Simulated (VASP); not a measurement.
# SnO (Pmmn) in VASP: single point with PBEsol

Aim: the single point of SnO with PBEsol.

Everything below comes from runs of VASP 6.6.1. Logs are shortened: lines on timing, memory, paths and dates and some standing lists are left out, and cuts for length are marked.

## (1) The cell of the first run

It takes space group Pmmn (No. 59, orthorhombic). The conventional cell has a = 3.805 Å, b = 3.805 Å, c = 4.753 Å, α = 90.00°, β = 90.00°, γ = 90.00°. Sn (site symmetry mm2) has 4 O at 2.20 to 2.25 Å within 2.9 Å. Within 2.9 Å of O (site symmetry mm2) lie 4 Sn at 2.20 to 2.25 Å and 4 O at 2.69 Å.

## (2) Single point, PBEsol (atoms displaced along a vibrational mode)

File INCAR:

```
SYSTEM = SnO
PREC = Accurate ; ENCUT = 520
EDIFF = 1E-6 ; ISMEAR = 0
SIGMA = 0.15 ; LREAL = .False.
LASPH = .True. ; NELM = 80
ALGO = Normal ; ISIF = 2
LWAVE = .False. ; LCHARG = .False.
GGA = PS ; NBANDS = 28
```

File KPOINTS:

```
Automatic mesh
0
Gamma
  12 12 10
  0 0 0
```

File POSCAR:

```
SnO
1.0
    3.8053768948      0.0000000000      0.0000000000
    0.0000000000      3.8053768948      0.0000000000
    0.0000000000      0.0000000000      4.7531851815
Sn O
2 2
Direct
    0.0000000000      0.5000000000      0.2423986461
    0.5000000000      0.0000000000      0.7576013539
    0.0000000000      0.0000000000      0.0094673358
    0.5000000000      0.5000000000     -0.0094673358
```

Potentials or basis: VASP PAW PBE potentials, release 64 (Sn_d, O).

Command:

```console
> cat potpaw_PBE.64/Sn_d/POTCAR potpaw_PBE.64/O/POTCAR > POTCAR
> mpirun -np 1 vasp_std > vasp.out
```

OUTCAR:

```text
SYSTEM = SnO
   PREC = Accurate
   ENCUT = 520
   EDIFF = 1E-6
   ISMEAR = 0
   LREAL = .False.
   LASPH = .True.
   NELM = 80
   ISIF = 2
   GGA = PS

 ion  position               nearest neighbor table
   1  0.000  0.500  0.242-   3 2.20   3 2.20   4 2.25   4 2.25   2 3.54   2 3.54   2 3.54   2 3.54
                             2 3.64   2 3.64   2 3.64   2 3.64
   2  0.500  0.000  0.758-   4 2.20   4 2.20   3 2.25   3 2.25   1 3.54   1 3.54   1 3.54   1 3.54
                             1 3.64   1 3.64   1 3.64   1 3.64
   3  0.000  0.000  0.009-   1 2.20   1 2.20   2 2.25   2 2.25
   4  0.500  0.500  0.991-   2 2.20   2 2.20   1 2.25   1 2.25

  LATTYP: Found a simple tetragonal cell.
 ALAT       =     3.8053768948
 C/A-ratio  =     1.2490708050

  Lattice vectors:

 A1 = (   3.8053768948,   0.0000000000,   0.0000000000)
 A2 = (   0.0000000000,   3.8053768948,   0.0000000000)
 A3 = (   0.0000000000,   0.0000000000,   4.7531851815)

Analysis of symmetry for initial positions (statically):
=====================================================================
 Subroutine PRICEL returns:
 Original cell was already a primitive cell.

 Routine SETGRP: Setting up the symmetry group for a
 simple tetragonal supercell.

 Subroutine GETGRP returns: Found  8 space group operations
 (whereof  4 operations were pure point group operations)
 out of a pool of 16 trial point group operations.

The static configuration has the point symmetry C_2v.
 The point group associated with its full space group is D_2h.

Analysis of symmetry for dynamics (positions and initial velocities):
=====================================================================
 Subroutine PRICEL returns:
 Original cell was already a primitive cell.

 Routine SETGRP: Setting up the symmetry group for a
 simple tetragonal supercell.

 Subroutine GETGRP returns: Found  8 space group operations
 (whereof  4 operations were pure point group operations)
 out of a pool of 16 trial point group operations.

The dynamic configuration has the point symmetry C_2v.
 The point group associated with its full space group is D_2h.

 Subroutine INISYM returns: Found  8 space group operations
 (whereof  4 operations are pure point group operations),
 and found     1 'primitive' translations

----------------------------------------------------------------------------------------

                                     Primitive cell

  volume of cell :      68.8304

  direct lattice vectors                    reciprocal lattice vectors
     3.805376895  0.000000000  0.000000000     0.262786060  0.000000000  0.000000000
     0.000000000  3.805376895  0.000000000     0.000000000  0.262786060  0.000000000
     0.000000000  0.000000000  4.753185182     0.000000000  0.000000000  0.210385239

  length of vectors
     3.805376895  3.805376895  4.753185182     0.262786060  0.262786060  0.210385239

  position of ions in fractional coordinates (direct lattice)
     0.000000000  0.500000000  0.242398646
     0.500000000  0.000000000  0.757601354
     0.000000000  0.000000000  0.009467336
     0.500000000  0.500000000  0.990532664

  ion indices of the primitive-cell ions
   primitive index   ion index
                 1           1
                 2           2
                 3           3
                 4           4

----------------------------------------------------------------------------------------

 KPOINTS: Automatic mesh

Automatic generation of k-mesh.
 Grid dimensions read from file:
 generate k-points for:   12   12   10

 Generating k-lattice:

  Cartesian coordinates                     Fractional coordinates (reciprocal lattice)
     0.021898838  0.000000000  0.000000000     0.083333333  0.000000000  0.000000000
     0.000000000  0.021898838  0.000000000     0.000000000  0.083333333  0.000000000
     0.000000000  0.000000000  0.021038524     0.000000000  0.000000000  0.100000000

  Length of vectors
     0.021898838  0.021898838  0.021038524

  Shift w.r.t. Gamma in fractional coordinates (k-lattice)
     0.000000000  0.000000000  0.000000000

 Subroutine IBZKPT returns following result:
 ===========================================

 Found    294 irreducible k-points:

 Following reciprocal coordinates:
            Coordinates               Weight
  0.000000  0.000000  0.000000      1.000000
  0.083333  0.000000  0.000000      2.000000
  0.000000  0.083333  0.000000      2.000000
  0.166667  0.000000  0.000000      2.000000
  0.000000  0.166667  0.000000      2.000000
  0.250000  0.000000  0.000000      2.000000
[... 16 lines left out ...]
  0.500000  0.083333  0.000000      2.000000
 -0.083333  0.500000  0.000000      2.000000
 [... further k-points ...]
   k-points           NKPTS =    294   k-points in BZ     NKDIM =    294   number of bands    NBANDS=     28
   number of dos      NEDOS =    301   number of ions     NIONS =      4
   total plane-waves  NPLWV =  28224
   dimension x,y,z NGX =    28 NGY =   28 NGZ =   36
   dimension x,y,z NGXF=    56 NGYF=   56 NGZF=   72
   ions per type =               2   2
   NGX,Y,Z   is equivalent  to a cutoff of  12.23, 12.23, 12.59 a.u.
   NGXF,Y,Z  is equivalent  to a cutoff of  24.46, 24.46, 25.18 a.u.
 SYSTEM =  SnO
   PREC   = accura    normal or accurate (medium, high low for compatibility)
   ISTART =      0    job   : 0-new  1-cont  2-samecut
   ICHARG =      2    charge: 1-file 2-atom 10-const
   ISPIN  =      1    spin polarized calculation?
   LNONCOLLINEAR =      F non collinear calculations
   LSORBIT =      F    spin-orbit coupling
   LASPH  =      T    aspherical Exc in radial PAW
   ENCUT  =  520.0 eV  38.22 Ry    6.18 a.u.   7.08  7.08  8.84*2*pi/ulx,y,z
   NELM   =     80;   NELMIN=  2; NELMDL= -5     # of ELM steps
   EDIFF  = 0.1E-05   stopping-criterion for ELM
   LREAL  =      F    real-space projection
   EDIFFG = 0.1E-04   stopping-criterion for IOM
   NSW    =      0    number of steps for IOM
   IBRION =     -1    ionic relax: 0-MD 1-quasi-New 2-CG
   NFREE  =      0    steps in history (QN), initial steepest desc. (CG)
   ISIF   =      2    stress and relaxation
   ISYM   =      2    0-nonsym 1-usesym 2-fastsym
   POTIM  = 0.5000    time-step for ionic-motion
   TEBEG  =    0.0;   TEEND  =   0.0 temperature during run
   PSTRESS=    0.0 pullay stress
   NELECT =      40.0000    total number of electrons
   NUPDOWN=      -1.0000    fix difference up-down
   EMIN   =  10.00;   EMAX   =-10.00  energy-range for DOS
   EFERMI =   0.00;   METHOD = LEGACY
   ISMEAR =     0;   SIGMA  =   0.15  broadening in eV -4-tet -1-fermi 0-gaus
   EFERMI_NEDOS =   21; number of points for ismear=-14 and -15
   IALGO  =     38    algorithm
   IMIX   =      4    mixing-type and parameters
     AMIX     =   0.40;   BMIX     =  1.00
     AMIX_MAG =   1.60;   BMIX_MAG =  1.00
  volume/ion in A,a.u.               =      17.21       116.12
  Fermi-wavevector in a.u.,A,eV,Ry     =   1.366160  2.581667 25.393809  1.866392
  Thomas-Fermi vector in A             =   2.492325
   LORBIT       =      0    0 simple, 1 ext, 2 COOP (PROOUT), +10 PAW based schemes
   GGA     = PS    functional components
   LHFCALC =     F    Hartree Fock is set to
   AEXX    =    0.0000 exact exchange contribution
   IVDW    =     0    specifies the selected vdW correction
   LEPSILON=     F    determine dielectric tensor
   LRPA    =     F    only Hartree local field effects (RPA)
 non-spin polarized calculation
 Gauss-broadening in eV      SIGMA  =   0.15
  energy-cutoff  :      520.00
  volume of cell :       68.83
 maximum number of plane-waves:      1872
   NGX = 15   NGY = 15   NGZ = 17

 number of electron      39.9999988 magnetization

 Free energy of the ion-electron system (eV)
  ---------------------------------------------------
  ext. energy  EPLUGINS =         0.00000000
  ---------------------------------------------------
  free energy    TOTEN  =       -24.20060548 eV

  energy without entropy =      -24.19886205  energy(sigma->0) =      -24.19973377

 E-fermi :   7.2917     XC(G=0): -10.5925

 val. band max:        7.2822920390   @ k =   0.5000   0.5000   0.1000
 cond. band min:       7.4360284600   @ k =   0.4167   0.4167   0.0000
 fundamental gap:      0.1537364210
 Fermi energy:         7.2916724568

 k-point     1 :       0.0000    0.0000    0.0000
  band No.  band energies     occupation
      1     -14.7205      2.00000
      2     -14.2759      2.00000
      3     -14.2730      2.00000
      4     -14.2717      2.00000
      5     -14.2218      2.00000
      6     -14.2205      2.00000
[... 20 lines left out ...]
     27      13.7819      0.00000
     28      14.2752      0.00000

 k-point     2 :       0.0833    0.0000    0.0000
  band No.  band energies     occupation
      1     -14.7171      2.00000
      2     -14.2764      2.00000
      3     -14.2744      2.00000
      4     -14.2709      2.00000
      5     -14.2222      2.00000
      6     -14.2178      2.00000
[... 20 lines left out ...]
     27      14.0665      0.00000
     28      14.7440      0.00000

 k-point     3 :       0.0000    0.0833    0.0000
  band No.  band energies     occupation
      1     -14.7159      2.00000
      2     -14.2739      2.00000
      3     -14.2718      2.00000
      4     -14.2673      2.00000
      5     -14.2223      2.00000
      6     -14.2176      2.00000
[... 20 lines left out ...]
     27      13.8430      0.00000
     28      14.9053      0.00000

 k-point     4 :       0.1667    0.0000    0.0000
  band No.  band energies     occupation
      1     -14.7072      2.00000
      2     -14.3117      2.00000
      3     -14.2697      2.00000
      4     -14.2650      2.00000
      5     -14.2233      2.00000
      6     -14.2173      2.00000
[... 20 lines left out ...]
     27      14.2213      0.00000
     28      16.0256      0.00000

 k-point     5 :       0.0000    0.1667    0.0000
  band No.  band energies     occupation
      1     -14.7028      2.00000
      2     -14.2680      2.00000
      3     -14.2679      2.00000
      4     -14.2655      2.00000
      5     -14.2557      2.00000
      6     -14.2236      2.00000
[... 20 lines left out ...]
     27      13.9851      0.00000
     28      16.1766      0.00000

 k-point     6 :       0.2500    0.0000    0.0000
  band No.  band energies     occupation
      1     -14.6912      2.00000
      2     -14.3873      2.00000
      3     -14.2618      2.00000
      4     -14.2560      2.00000
      5     -14.2245      2.00000
      6     -14.2217      2.00000
[... 463 lines left out ...]
      5     -14.2256      2.00000
      6     -14.2206      2.00000
[... 20 lines left out ...]
     27      15.3396      0.00000
     28      15.8987      0.00000

 k-point    22 :      -0.0833    0.4167    0.0000
  band No.  band energies     occupation
      1     -14.6236      2.00000
      2     -14.5237      2.00000
      3     -14.2512      2.00000
      4     -14.2371      2.00000
      5     -14.2294      2.00000
      6     -14.2256      2.00000
[... 20 lines left out ...]
     27      15.2385      0.00000
     28      15.8451      0.00000

 k-point    23 :       0.5000    0.0833    0.0000
  band No.  band energies     occupation
      1     -14.5990      2.00000
      2     -14.5990      2.00000
      3     -14.2391      2.00000
      4     -14.2391      2.00000
      5     -14.2221      2.00000
      6     -14.2221      2.00000
[... 20 lines left out ...]
     27      15.5934      0.00000
     28      15.5934      0.00000

 k-point    24 :      -0.0833    0.5000    0.0000
  band No.  band energies     occupation
      1     -14.5802      2.00000
      2     -14.5802      2.00000
      3     -14.2422      2.00000
      4     -14.2422      2.00000
      5     -14.2263      2.00000
      6     -14.2263      2.00000
[... 20 lines left out ...]
     27      15.4849      0.00000
     28      15.4849      0.00000

 [... further k-points ...]

------------------------ aborting loop because EDIFF is reached ----------------------------------------

  FORCE on cell =-STRESS in cart. coord.  units (eV):
  Direction    XX          YY          ZZ          XY          YZ          ZX
  --------------------------------------------------------------------------------------
  -------------------------------------------------------------------------------------
  Total       -0.4826826      0.7280868      0.1291675      0.0000000      0.0000000      0.0000000
  in kB      -11.2354927     16.9478124      3.0066569      0.0000000      0.0000000      0.0000000
  external PRESSURE =       2.9063255 kB  Pullay stress =       0.0000000 kB

 VOLUME and BASIS-vectors are now :
 -----------------------------------------------------------------------------
  energy-cutoff  :      520.00
  volume of cell :       68.83
      direct lattice vectors                 reciprocal lattice vectors
     3.805376895  0.000000000  0.000000000     0.262786060  0.000000000  0.000000000
     0.000000000  3.805376895  0.000000000     0.000000000  0.262786060  0.000000000
     0.000000000  0.000000000  4.753185182     0.000000000  0.000000000  0.210385239

 POSITION                                       TOTAL-FORCE (eV/Angst)
 -----------------------------------------------------------------------------------
      0.00000      1.90269      1.15217         0.000000      0.000000      0.113533
      1.90269      0.00000      3.60102         0.000000      0.000000     -0.113533
      0.00000      0.00000      0.04500         0.000000      0.000000     -0.322342
      1.90269      1.90269      4.70819         0.000000      0.000000      0.322342
 -----------------------------------------------------------------------------------
    total drift:                                0.000000      0.000000      0.000000

  FREE ENERGIE OF THE ION-ELECTRON SYSTEM (eV)
  ---------------------------------------------------
  free  energy   TOTEN  =       -24.2006054816 eV

  energy  without entropy=      -24.1988620510  energy(sigma->0) =      -24.19973377
```

Run time: 3.6 min. Hardware: 1 thread of Intel Xeon Platinum 8488C (Sapphire Rapids), shared host; peak memory 0.52 GiB.

Results:

- Free energy: -24.2006 eV
- Pressure: 0.3 GPa
- Largest force: 0.322 eV/Å
- Band gap on the k mesh: zero (bands 20 and 21 overlap by 0.10 eV)

Forces on the atoms (eV/Å):
```
Sn   0.000  0.000  0.114
Sn   0.000  0.000 -0.114
O    0.000  0.000 -0.322
O    0.000  0.000  0.322
```

Levels at points of the mesh, in eV from the Fermi level:
```tsv
k point	band 16	band 17	band 18	band 19	band 20	band 21	band 22	band 23	band 24	band 25
(0.00, 0.00, 0.00)	-6.37	-3.58	-3.39	-3.17	-0.09	2.04	4.42	4.43	4.54	5.54
(0.50, 0.00, 0.00)	-5.19	-5.07	-5.07	-2.82	-2.82	2.94	2.94	5.93	5.93	6.01
(0.00, 0.50, 0.00)	-5.06	-4.90	-4.90	-2.87	-2.87	3.39	3.39	5.60	5.60	5.94
(0.50, 0.50, 0.00)	-5.24	-2.63	-2.63	-1.95	-1.95	-0.17	-0.17	4.34	4.34	7.35
(0.00, 0.00, 0.50)	-3.67	-3.43	-3.18	-3.08	-2.28	1.50	2.59	2.83	3.48	7.86
(0.50, 0.00, 0.50)	-5.74	-5.02	-5.02	-1.78	-1.78	2.48	2.48	5.38	5.38	6.47
(0.00, 0.50, 0.50)	-5.54	-4.85	-4.85	-1.86	-1.86	2.64	2.64	5.07	5.07	6.81
(0.50, 0.50, 0.50)	-5.77	-2.94	-2.94	-2.53	-2.53	2.19	2.19	4.08	4.08	5.50
```

Caveat: the cell differs from its parent crystal (atoms displaced along a vibrational mode); semilocal functionals underestimate gaps, so a narrow gap can read as zero; the PAW data sets were made with another functional, which shifts forces and pressure a little; spin-orbit coupling is left out, which moves the levels of the heavy elements.
